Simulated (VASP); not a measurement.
MgB2, 3 atoms in the cell. Symmetry: P6/mmm, No. 191, hexagonal system. Conventional cell: a = 3.085 Å, b = 3.085 Å, c = 3.593 Å, α = 90.00°, β = 90.00°, γ = 120.00°. Within 3.3 Å of Mg (site symmetry 6/mmm) lie 12 B at 2.53 Å and 6 Mg at 3.09 Å. B (site symmetry -6m2) has 3 B at 1.78 Å within 2.4 Å.  This cell differs from its parent crystal: zz strain of +2 %.

* Program: VASP 6.6.1
* Task: electric field gradients
* Functional: LDA
* Potentials or basis: VASP PAW LDA potentials, release 64 (Mg, B)
* Cutoff: 520 eV
* k mesh: 12 × 12 × 9
* Occupations: fermi-dirac, width 0.05 eV
* Spin: no spin polarisation
* Dipole correction: no
* Further INCAR settings: ALGO = Normal; EDIFF = 1e-08; NBANDS = 11

Potentials or basis: VASP PAW LDA potentials, release 64 (Mg, B).

The run is started by

```sh
$ cat potpaw_LDA.64/Mg/POTCAR potpaw_LDA.64/B/POTCAR > POTCAR
$ mpirun -np 1 vasp_std > vasp.out
```

Hardware: 1 thread of AMD EPYC 7R43 64-Core Processor (Zen 3) (shared host).

Estimate the wall time of this run.

It took 48 s on 1 thread of AMD EPYC 7R43 64-Core Processor (Zen 3) (shared host), peak memory 0.12 GiB. Counts: scf iterations 14, k points 95.
